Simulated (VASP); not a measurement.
# Ta (Immm) in VASP: single point with PBEsol

Aim: the single point of Ta with PBEsol.

Program: VASP 6.6.1. These are calculated values, not measurements. Logs are shortened: lines on timing, memory, paths and dates and some standing lists are left out, and cuts for length are marked.

## 1. The cell of the first run

Symmetry: Immm, No. 71, orthorhombic system. The conventional cell has a = 3.187 Å, b = 3.303 Å, c = 3.418 Å, α = 90.00°, β = 90.00°, γ = 90.00°. Ta (site symmetry mmm) has 14 Ta at 2.86 to 3.42 Å within 3.8 Å.

## 2. Single point, PBEsol (strain +0.0350 x Voigt [1, -1, 0, 0, 0, 0])

INCAR

```
ALGO = Fast
EDIFF = 1E-7
ENCUT = 520
GGA = PS
ISIF = 2
ISMEAR = 0
LASPH = True
LCHARG = False
LREAL = False
LWAVE = False
NBANDS = 12
NELM = 100
PREC = Accurate
SIGMA = 0.15
```

KPOINTS

```
k-points
0
Gamma
  20 20 20
```

POSCAR

```
Ta
1.0
   -1.7090748000      1.5934852000      1.6512800000
    1.7090748000     -1.5934852000      1.6512800000
    1.7090748000      1.5934852000     -1.6512800000
Ta
1
Direct
    0.0000000000      0.0000000000      0.0000000000
```

Potentials or basis: VASP PAW PBE potentials, release 64 (Ta_pv).

Launch:

```console
$ cat potpaw_PBE.64/Ta_pv/POTCAR > POTCAR
$ mpirun -np 1 vasp_std > vasp.out
```

OUTCAR:

```text
EDIFF = 1E-7
   ENCUT = 520
   GGA = PS
   ISIF = 2
   ISMEAR = 0
   LASPH = True
   LREAL = False
   NELM = 100
   PREC = Accurate

 ion  position               nearest neighbor table
   1  0.000  0.000  0.000-

  LATTYP: Found a body centered orthorhombic cell.
 ALAT       =     3.1869704000
 B/A-ratio  =     1.0362694301
 C/A-ratio  =     1.0725388601

  Lattice vectors:

 A1 = (  -1.7090748000,  -1.5934852000,  -1.6512800000)
 A2 = (  -1.7090748000,   1.5934852000,   1.6512800000)
 A3 = (   1.7090748000,   1.5934852000,  -1.6512800000)

Analysis of symmetry for initial positions (statically):
=====================================================================
 Subroutine PRICEL returns:
 Original cell was already a primitive cell.

 Routine SETGRP: Setting up the symmetry group for a
 body centered orthorhombic supercell.

 Subroutine GETGRP returns: Found  8 space group operations
 (whereof  8 operations were pure point group operations)
 out of a pool of  8 trial point group operations.

The static configuration has the point symmetry D_2h.

Analysis of symmetry for dynamics (positions and initial velocities):
=====================================================================
 Subroutine PRICEL returns:
 Original cell was already a primitive cell.

 Routine SETGRP: Setting up the symmetry group for a
 body centered orthorhombic supercell.

 Subroutine GETGRP returns: Found  8 space group operations
 (whereof  8 operations were pure point group operations)
 out of a pool of  8 trial point group operations.

The dynamic configuration has the point symmetry D_2h.

 Subroutine INISYM returns: Found  8 space group operations
 (whereof  8 operations are pure point group operations),
 and found     1 'primitive' translations

----------------------------------------------------------------------------------------

                                     Primitive cell

  volume of cell :      17.9883

  direct lattice vectors                    reciprocal lattice vectors
    -1.709074800  1.593485200  1.651280000     0.000000000  0.313777624  0.302795407
     1.709074800 -1.593485200  1.651280000     0.292555949  0.000000000  0.302795407
     1.709074800  1.593485200 -1.651280000     0.292555949  0.313777624  0.000000000

  length of vectors
     2.861268494  2.861268494  2.861268494     0.436052125  0.421039240  0.429005106

  position of ions in fractional coordinates (direct lattice)
     0.000000000  0.000000000  0.000000000
[... 84 lines left out ...]
   POTIM  = 0.5000    time-step for ionic-motion
   TEBEG  =    0.0;   TEEND  =   0.0 temperature during run
   PSTRESS=    0.0 pullay stress
   NELECT =      11.0000    total number of electrons
   NUPDOWN=      -1.0000    fix difference up-down
   EMIN   =  10.00;   EMAX   =-10.00  energy-range for DOS
   EFERMI =   0.00;   METHOD = LEGACY
   ISMEAR =     0;   SIGMA  =   0.15  broadening in eV -4-tet -1-fermi 0-gaus
   EFERMI_NEDOS =   21; number of points for ismear=-14 and -15
   IALGO  =     68    algorithm
   IMIX   =      4    mixing-type and parameters
     AMIX     =   0.40;   BMIX     =  1.00
     AMIX_MAG =   1.60;   BMIX_MAG =  1.00
  volume/ion in A,a.u.               =      17.99       121.39
  Fermi-wavevector in a.u.,A,eV,Ry     =   1.389555  2.625878 26.270993  1.930864
  Thomas-Fermi vector in A             =   2.513575
   LORBIT       =      0    0 simple, 1 ext, 2 COOP (PROOUT), +10 PAW based schemes
   GGA     = PS    functional components
   LHFCALC =     F    Hartree Fock is set to
   AEXX    =    0.0000 exact exchange contribution
   IVDW    =     0    specifies the selected vdW correction
   LEPSILON=     F    determine dielectric tensor
   LRPA    =     F    only Hartree local field effects (RPA)
 non-spin polarized calculation
 RMM-DIIS sequential band-by-band and
 Gauss-broadening in eV      SIGMA  =   0.15
  energy-cutoff  :      520.00
  volume of cell :       17.99
 maximum number of plane-waves:       496
 NGX is ok and might be reduce to    24
   NGX = 11   NGY = 11   NGZ = 11

 number of electron      11.0000000 magnetization

 Free energy of the ion-electron system (eV)
  ---------------------------------------------------
  ext. energy  EPLUGINS =         0.00000000
  ---------------------------------------------------
  free energy    TOTEN  =       -12.54001038 eV

  energy without entropy =      -12.52494235  energy(sigma->0) =      -12.53247637

 E-fermi :   5.3403     XC(G=0): -12.7345

 val. band max:        5.3401313536   @ k =   0.0000   0.3500   0.0000
 cond. band min:       5.3415467102   @ k =   0.4500   0.3500   0.0000
 fundamental gap:      0.0014153566
 Fermi energy:         5.3402612360

 k-point     1 :       0.0000    0.0000    0.0000
  band No.  band energies     occupation
      1     -27.6944      2.00000
      2     -27.6907      2.00000
      3     -27.6790      2.00000
      4      -2.6025      2.00000
      5       5.6336      0.00569
      6       6.1140      0.00000
      7       6.5188      0.00000
      8       8.7599      0.00000
      9       9.8142      0.00000
     10      19.8023      0.00000
     11      20.3889      0.00000
     12      21.0739      0.00000
[... 331 lines left out ...]
 k-point    24 :      -0.4000    0.0500   -0.0000
  band No.  band energies     occupation
      1     -28.6999      2.00000
      2     -28.0522      2.00000
      3     -27.7386      2.00000
      4       0.9743      2.00000
      5       3.6641      2.00000
      6       5.7896      0.00002
      7       9.4884      0.00000
      8      10.3841      0.00000
      9      11.4464      0.00000
     10      18.4991      0.00000
     11      19.0334      0.00000
     12      20.0384      0.00000

 [... further k-points ...]

------------------------ aborting loop because EDIFF is reached ----------------------------------------

  FORCE on cell =-STRESS in cart. coord.  units (eV):
  Direction    XX          YY          ZZ          XY          YZ          ZX
  --------------------------------------------------------------------------------------
  -------------------------------------------------------------------------------------
  Total       -0.7660026      0.0625915     -0.3486773      0.0000000     -0.0000000      0.0000000
  in kB      -68.2261744      5.5748892    -31.0559193      0.0000000     -0.0000000      0.0000000
  external PRESSURE =     -31.2357349 kB  Pullay stress =       0.0000000 kB

 VOLUME and BASIS-vectors are now :
 -----------------------------------------------------------------------------
  energy-cutoff  :      520.00
  volume of cell :       17.99
      direct lattice vectors                 reciprocal lattice vectors
    -1.709074800  1.593485200  1.651280000     0.000000000  0.313777624  0.302795407
     1.709074800 -1.593485200  1.651280000     0.292555949  0.000000000  0.302795407
     1.709074800  1.593485200 -1.651280000     0.292555949  0.313777624  0.000000000

 POSITION                                       TOTAL-FORCE (eV/Angst)
 -----------------------------------------------------------------------------------
      0.00000      0.00000      0.00000         0.000000      0.000000      0.000000
 -----------------------------------------------------------------------------------
    total drift:                               -0.000000      0.000000      0.000000

  FREE ENERGIE OF THE ION-ELECTRON SYSTEM (eV)
  ---------------------------------------------------
  free  energy   TOTEN  =       -12.5400103833 eV

  energy  without entropy=      -12.5249423474  energy(sigma->0) =      -12.53247637
```

stdout:

```text
POSCAR found type information on POSCAR Ta
 POSCAR found :  1 types and       1 ions
 scaLAPACK will be used
 -----------------------------------------------------------------------------
|                                                                             |
|                                                                             |
|     You enforced a specific xc type in the INCAR file but a different       |
[... 24 lines left out ...]
WARNING in EDDRMM: call to ZHEGV failed, returncode =   8  4     11
WARNING in EDDRMM: call to ZHEGV failed, returncode =   8  4     12
WARNING in EDDRMM: call to ZHEGV failed, returncode =   6  3     11
WARNING in EDDRMM: call to ZHEGV failed, returncode =   8  4     12
WARNING in EDDRMM: call to ZHEGV failed, returncode =   8  4     12
WARNING in EDDRMM: call to ZHEGV failed, returncode =   6  3     11
WARNING in EDDRMM: call to ZHEGV failed, returncode =   8  4     11
```

Wall time 2.5 min (1 thread of Intel Xeon Platinum 8488C (Sapphire Rapids), shared host); peak memory 0.35 GiB.

Results:

```yaml
Free_energy: -12.5400 eV
Pressure: -3.1 GPa
Band_gap_on_the_k_mesh: zero (an odd number of electrons rules out a gap without spin polarisation)
```

Caveat: the cell differs from its parent crystal (strain +0.0350 x Voigt [1, -1, 0, 0, 0, 0]); the cell stands under tension; the PAW data sets were made with another functional, which shifts forces and pressure a little; spin-orbit coupling is left out, which moves the levels of the heavy elements.
